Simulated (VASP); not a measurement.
# Ir (P-1) in VASP: single point with r2SCAN

Aim: the single point of Ir with r2SCAN.

All numbers are computed with VASP 6.6.1; they aren't measurements. Logs are shortened: lines on timing, memory, paths and dates and some standing lists are left out, and cuts for length are marked.

### 1 The cell of the first run

The typed cell holds 2 atoms: a = 2.492 Å, b = 2.633 Å, c = 4.612 Å, α = 94.33°, β = 86.88°, γ = 120.94°.

### 2 Single point, r2SCAN (atoms moved at random and the cell strained at random)

Contents of POSCAR:

```
Ir
1.0
    2.4906551527     -0.0593900887      0.0715731059
   -1.2967609019      2.2886709040     -0.1034364558
    0.1159570565     -0.1265563278      4.6091990527
Ir
2
Direct
    0.6387898972      0.3622766406      0.7534506206
    0.3612101028      0.6377233594      0.2465493794
```

Contents of INCAR.step1:

```
SYSTEM = Ir
ALGO = Normal ; EDIFF = 1E-4
ENCUT = 520 ; GGA = PE
ISMEAR = 0 ; LASPH = .True.
LCHARG = .False. ; LREAL = .False.
LWAVE = .True. ; NBANDS = 16
NELM = 60 ; PREC = Accurate
SIGMA = 0.15
```

Contents of INCAR.step2:

```
SYSTEM = Ir
ALGO = Normal ; EDIFF = 1E-7
ENCUT = 520 ; ISIF = 2
ISMEAR = 0 ; ISTART = 1
LASPH = .True. ; LCHARG = .True.
LELF = .True. ; LMIXTAU = .True.
LREAL = .False. ; LVHAR = .True.
LWAVE = .False. ; METAGGA = R2SCAN
NBANDS = 16 ; NELM = 60
PREC = Accurate ; SIGMA = 0.15
```

Contents of KPOINTS:

```
k-points
0
Gamma
  12 12 8
  0 0 0
```

Potentials or basis: VASP PAW PBE potentials, release 64 (Ir).

Started as:

```sh
cat potpaw_PBE.64/Ir/POTCAR > POTCAR
cp INCAR.step1 INCAR
mpirun -np 1 vasp_std > vasp.out
cp INCAR.step2 INCAR
mpirun -np 1 vasp_std > vasp.out
```

OUTCAR:

```text
SYSTEM = Ir
   EDIFF = 1E-7
   ENCUT = 520
   ISIF = 2
   ISMEAR = 0
   ISTART = 1
   LASPH = .True.
   LREAL = .False.
   METAGGA = R2SCAN
   NELM = 60
   PREC = Accurate

 ion  position               nearest neighbor table
   1  0.639  0.362  0.753-   2 2.50   2 2.72   2 2.77   2 2.78   2 2.79   2 2.90
   2  0.361  0.638  0.247-   1 2.50   1 2.72   1 2.77   1 2.78   1 2.79   1 2.90

  LATTYP: Found a triclinic cell.
 ALAT       =     2.6325467601
 B/A-ratio  =     0.9606855250
 C/A-ratio  =     1.7520653666
 COS(alpha) =     0.0249082146
 COS(beta)  =     0.0755021979
 COS(gamma) =     0.5342858828

  Lattice vectors:

 A1 = (  -1.2967609019,   2.2886709040,  -0.1034364558)
 A2 = (   1.1938942508,   2.2292808153,  -0.0318633499)
 A3 = (  -0.1159570565,   0.1265563278,  -4.6091990527)

Analysis of symmetry for initial positions (statically):
=====================================================================
 Subroutine PRICEL returns:
 Original cell was already a primitive cell.

 Routine SETGRP: Setting up the symmetry group for a
 triclinic supercell.

 Subroutine GETGRP returns: Found  2 space group operations
 (whereof  2 operations were pure point group operations)
 out of a pool of  2 trial point group operations.

The static configuration has the point symmetry S_2 .

Analysis of symmetry for dynamics (positions and initial velocities):
=====================================================================
 Subroutine PRICEL returns:
 Original cell was already a primitive cell.

 Routine SETGRP: Setting up the symmetry group for a
 triclinic supercell.

 Subroutine GETGRP returns: Found  2 space group operations
 (whereof  2 operations were pure point group operations)
 out of a pool of  2 trial point group operations.

The dynamic configuration has the point symmetry S_2 .

 Subroutine INISYM returns: Found  2 space group operations
 (whereof  2 operations are pure point group operations),
 and found     1 'primitive' translations

----------------------------------------------------------------------------------------

                                     Primitive cell

  volume of cell :      25.8797

  direct lattice vectors                    reciprocal lattice vectors
     2.490655153 -0.059390089  0.071573106     0.407109343  0.230491288 -0.003913276
    -1.296760902  2.288670904 -0.103436456     0.010227444  0.443268123  0.011913662
     0.115957057 -0.126556328  4.609199053    -0.006092206  0.006368375  0.217285559

  length of vectors
     2.492391017  2.632546760  4.612394004     0.467845663  0.443546125  0.217464216

  position of ions in fractional coordinates (direct lattice)
     0.638789897  0.362276641  0.753450621
     0.361210103  0.637723359  0.246549379

  ion indices of the primitive-cell ions
   primitive index   ion index
                 1           1
                 2           2

----------------------------------------------------------------------------------------

 KPOINTS: k-points

Automatic generation of k-mesh.
 Grid dimensions read from file:
 generate k-points for:   12   12    8

 Generating k-lattice:

  Cartesian coordinates                     Fractional coordinates (reciprocal lattice)
     0.033925779  0.019207607 -0.000326106     0.083333333 -0.000000000 -0.000000000
     0.000852287  0.036939010  0.000992805    -0.000000000  0.083333333  0.000000000
    -0.000761526  0.000796047  0.027160695     0.000000000  0.000000000  0.125000000

  Length of vectors
     0.038987139  0.036962177  0.027183027

  Shift w.r.t. Gamma in fractional coordinates (k-lattice)
     0.000000000  0.000000000  0.000000000

 Subroutine IBZKPT returns following result:
 ===========================================

 Found    580 irreducible k-points:

 Following reciprocal coordinates:
            Coordinates               Weight
  0.000000  0.000000  0.000000      1.000000
  0.083333  0.000000 -0.000000      2.000000
  0.166667  0.000000 -0.000000      2.000000
  0.250000  0.000000 -0.000000      2.000000
  0.333333 -0.000000 -0.000000      2.000000
  0.416667  0.000000 -0.000000      2.000000
[... 16 lines left out ...]
  0.250000  0.166667 -0.000000      2.000000
  0.333333  0.166667 -0.000000      2.000000
 [... further k-points ...]
   k-points           NKPTS =    580   k-points in BZ     NKDIM =    580   number of bands    NBANDS=     16
   number of dos      NEDOS =    301   number of ions     NIONS =      2
   total plane-waves  NPLWV =  14400
   dimension x,y,z NGX =    20 NGY =   20 NGZ =   36
   dimension x,y,z NGXF=    40 NGYF=   40 NGZF=   72
   ions per type =               2
   NGX,Y,Z   is equivalent  to a cutoff of  13.34, 12.63, 12.98 a.u.
   NGXF,Y,Z  is equivalent  to a cutoff of  26.68, 25.26, 25.95 a.u.
 SYSTEM =  Ir
   PREC   = accura    normal or accurate (medium, high low for compatibility)
   ISTART =      1    job   : 0-new  1-cont  2-samecut
   ICHARG =      0    charge: 1-file 2-atom 10-const
   ISPIN  =      1    spin polarized calculation?
   LNONCOLLINEAR =      F non collinear calculations
   LSORBIT =      F    spin-orbit coupling
   LASPH  =      T    aspherical Exc in radial PAW
   ENCUT  =  520.0 eV  38.22 Ry    6.18 a.u.   4.63  4.89  8.58*2*pi/ulx,y,z
   NELM   =     60;   NELMIN=  2; NELMDL=  0     # of ELM steps
   EDIFF  = 0.1E-06   stopping-criterion for ELM
   LREAL  =      F    real-space projection
   EDIFFG = 0.1E-05   stopping-criterion for IOM
   NSW    =      0    number of steps for IOM
   IBRION =     -1    ionic relax: 0-MD 1-quasi-New 2-CG
   NFREE  =      0    steps in history (QN), initial steepest desc. (CG)
   ISIF   =      2    stress and relaxation
   ISYM   =      2    0-nonsym 1-usesym 2-fastsym
   POTIM  = 0.5000    time-step for ionic-motion
   TEBEG  =    0.0;   TEEND  =   0.0 temperature during run
   PSTRESS=    0.0 pullay stress
   NELECT =      18.0000    total number of electrons
   NUPDOWN=      -1.0000    fix difference up-down
   EMIN   =  10.00;   EMAX   =-10.00  energy-range for DOS
   EFERMI =   0.00;   METHOD = LEGACY
   ISMEAR =     0;   SIGMA  =   0.15  broadening in eV -4-tet -1-fermi 0-gaus
   EFERMI_NEDOS =   21; number of points for ismear=-14 and -15
   IALGO  =     38    algorithm
   IMIX   =      4    mixing-type and parameters
     AMIX     =   0.40;   BMIX     =  1.00
     AMIX_MAG =   1.60;   BMIX_MAG =  1.00
  volume/ion in A,a.u.               =      12.94        87.32
  Fermi-wavevector in a.u.,A,eV,Ry     =   1.450484  2.741017 28.625336  2.103903
  Thomas-Fermi vector in A             =   2.568090
   LORBIT       =      0    0 simple, 1 ext, 2 COOP (PROOUT), +10 PAW based schemes
   METAGGA = R2SCAN    functional components
   LHFCALC =     F    Hartree Fock is set to
   AEXX    =    0.0000 exact exchange contribution
   IVDW    =     0    specifies the selected vdW correction
   LEPSILON=     F    determine dielectric tensor
   LRPA    =     F    only Hartree local field effects (RPA)
 non-spin polarized calculation
 Gauss-broadening in eV      SIGMA  =   0.15
  energy-cutoff  :      520.00
  volume of cell :       25.88
 maximum number of plane-waves:       713
   NGX =  9   NGY =  9   NGZ = 17

 number of electron      18.0000001 magnetization

 Free energy of the ion-electron system (eV)
  ---------------------------------------------------
  ext. energy  EPLUGINS =         0.00000000
  ---------------------------------------------------
  free energy    TOTEN  =      -103.45515167 eV

  energy without entropy =     -103.43141261  energy(sigma->0) =     -103.44328214

 E-fermi :  11.7232     XC(G=0): -15.9143

 val. band max:       11.7229555163   @ k =  -0.1667  -0.4167   0.2500
 cond. band min:      11.7242367429   @ k =  -0.3333  -0.0000   0.3750
 fundamental gap:      0.0012812266
 Fermi energy:        11.7231869814

 k-point     1 :       0.0000    0.0000    0.0000
  band No.  band energies     occupation
      1      -0.7055      2.00000
      2       2.1500      2.00000
      3       5.6978      2.00000
      4       6.5573      2.00000
      5       7.0516      2.00000
      6       8.3801      2.00000
[... 8 lines left out ...]
     15      27.6608      0.00000
     16      29.6252      0.00000

 k-point     2 :       0.0833    0.0000   -0.0000
  band No.  band energies     occupation
      1      -0.3347      2.00000
      2       2.5290      2.00000
      3       5.8577      2.00000
      4       6.8964      2.00000
      5       7.3549      2.00000
      6       8.0469      2.00000
[... 8 lines left out ...]
     15      28.4880      0.00000
     16      30.3722      0.00000

 k-point     3 :       0.1667    0.0000   -0.0000
  band No.  band energies     occupation
      1       0.6771      2.00000
      2       3.4759      2.00000
      3       6.1456      2.00000
      4       6.8913      2.00000
      5       7.2904      2.00000
      6       7.6942      2.00000
[... 8 lines left out ...]
     15      30.3746      0.00000
     16      31.7470      0.00000

 k-point     4 :       0.2500    0.0000   -0.0000
  band No.  band energies     occupation
      1       1.9620      2.00000
      2       4.0443      2.00000
      3       5.3521      2.00000
      4       6.5525      2.00000
      5       6.6745      2.00000
      6       8.2999      2.00000
[... 8 lines left out ...]
     15      29.0608      0.00000
     16      30.3816      0.00000
[... 324 lines left out ...]
 k-point    22 :       0.1667    0.1667   -0.0000
  band No.  band energies     occupation
      1       2.6616      2.00000
      2       4.8214      2.00000
      3       4.8478      2.00000
      4       5.5270      2.00000
      5       6.3398      2.00000
      6       7.7589      2.00000
[... 8 lines left out ...]
     15      28.4473      0.00000
     16      30.2776      0.00000

 k-point    23 :       0.2500    0.1667   -0.0000
  band No.  band energies     occupation
      1       3.7270      2.00000
      2       4.1834      2.00000
      3       4.6093      2.00000
      4       5.9236      2.00000
      5       6.9317      2.00000
      6       7.4310      2.00000
[... 8 lines left out ...]
     15      24.8244      0.00000
     16      28.9460      0.00000

 k-point    24 :       0.3333    0.1667   -0.0000
  band No.  band energies     occupation
      1       3.7202      2.00000
      2       3.9022      2.00000
      3       4.0893      2.00000
      4       6.7000      2.00000
      5       7.2529      2.00000
      6       7.8658      2.00000
[... 8 lines left out ...]
     15      22.7847      0.00000
     16      28.0003      0.00000

 [... further k-points ...]
[... 5 lines left out ...]
  --------------------------------------------------------------------------------------
  -------------------------------------------------------------------------------------
  Total       16.3926896     10.0993031      4.2780422      2.1989012      0.6258980     -1.2292846
  in kB     1014.8510837    625.2353337    264.8482859    136.1312449     38.7485704    -76.1034869
  external PRESSURE =     634.9782344 kB  Pullay stress =       0.0000000 kB

 VOLUME and BASIS-vectors are now :
 -----------------------------------------------------------------------------
  energy-cutoff  :      520.00
  volume of cell :       25.88
      direct lattice vectors                 reciprocal lattice vectors
     2.490655153 -0.059390089  0.071573106     0.407109343  0.230491288 -0.003913276
    -1.296760902  2.288670904 -0.103436456     0.010227444  0.443268123  0.011913662
     0.115957057 -0.126556328  4.609199053    -0.006092206  0.006368375  0.217285559

 POSITION                                       TOTAL-FORCE (eV/Angst)
 -----------------------------------------------------------------------------------
      1.20859      0.69584      3.48105         0.996851     -0.388028     -1.343549
      0.10126      1.40688      1.09628        -0.996851      0.388028      1.343549
 -----------------------------------------------------------------------------------
    total drift:                                0.000000     -0.000000     -0.000000

  FREE ENERGIE OF THE ION-ELECTRON SYSTEM (eV)
  ---------------------------------------------------
  free  energy   TOTEN  =      -103.4551516650 eV

  energy  without entropy=     -103.4314126052  energy(sigma->0) =     -103.44328214
```

Run time: 8.1 min. Hardware: 1 thread of AMD EPYC 9R45 (Zen 5), shared host; peak memory 0.29 GiB.

Results:

| Item | Value |
| --- | --- |
| Free energy | -103.4552 eV |
| Pressure | 63.5 GPa |
| Largest force | 1.717 eV/Å |
| Band gap on the k mesh | zero (bands 9 and 10 overlap by 4.26 eV) |

Forces in eV/Å, atoms in the order of the input:
```
Ir   0.997 -0.388 -1.344
Ir  -0.997  0.388  1.344
```

Levels at points of the mesh, in eV from the Fermi level:
```
           k point  band 7  band 8  band 9  band 10  band 11  band 12
(0.00, 0.00, 0.00)   -2.99   -1.87   -1.80    -0.73    -0.18     1.06
(0.50, 0.00, 0.00)   -2.43   -0.01    2.35     2.46     3.87     6.44
(0.00, 0.50, 0.00)   -2.87    0.69    1.80     1.88     3.62     5.45
(0.50, 0.50, 0.00)   -3.34    0.88    1.64     2.10     4.57     5.02
(0.00, 0.00, 0.50)   -3.41   -3.35   -0.67    -0.62     0.04     0.50
(0.50, 0.00, 0.50)   -0.89   -0.75    2.39     2.43     3.26     3.49
(0.00, 0.50, 0.50)   -1.03   -0.89    1.71     2.00     2.80     2.90
(0.50, 0.50, 0.50)   -0.24    0.33    1.46     1.51     2.05     2.32
```

Caveat: the cell differs from its parent crystal (atoms moved at random and the cell strained at random); the cell stands under pressure; the PAW data sets were made with another functional, which shifts forces and pressure a little; spin-orbit coupling is left out, which moves the levels of the heavy elements.
